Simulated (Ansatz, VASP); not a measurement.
# Ti: VASP beside Ansatz

```
Ti
1.0
     0.00000    2.01985    2.03000
     2.04015    0.00000    2.03000
     2.04015    2.01985    0.00000
Ti
1
Direct
  0.00000 0.00000 0.00000
```

Change from the starting cell: strain +0.0050 x Voigt [1, -1, 0, 0, 0, 0], atoms carried along.

Alike in both runs: task single point; functional PBEsol; k mesh 10 × 10 × 10; occupations gaussian, width 0.15 eV; no spin polarisation.

|  | VASP | Ansatz |
| --- | --- | --- |
| version | VASP 6.6.1 | Ansatz 0.2.0 |
| potentials or method | VASP PAW PBE potentials, release 64 (Ti_sv), cutoff 520 eV | scalar-relativistic, plane waves, PAW |
| valence electrons in the cell | 12 | 12 |

```tsv
	VASP	Ansatz	Ansatz less VASP
gap on the k mesh at the Fermi level (eV)	none	none	-
pressure (GPa)	-0.6	-0.4	+0.26
traceless stress, the component that is largest in VASP (GPa)	0.23	0.23	-0.001
```

VASP's potentials were made for PBE, not for PBEsol. A gap of «none» marks a metal or a gap that the smearing closes.
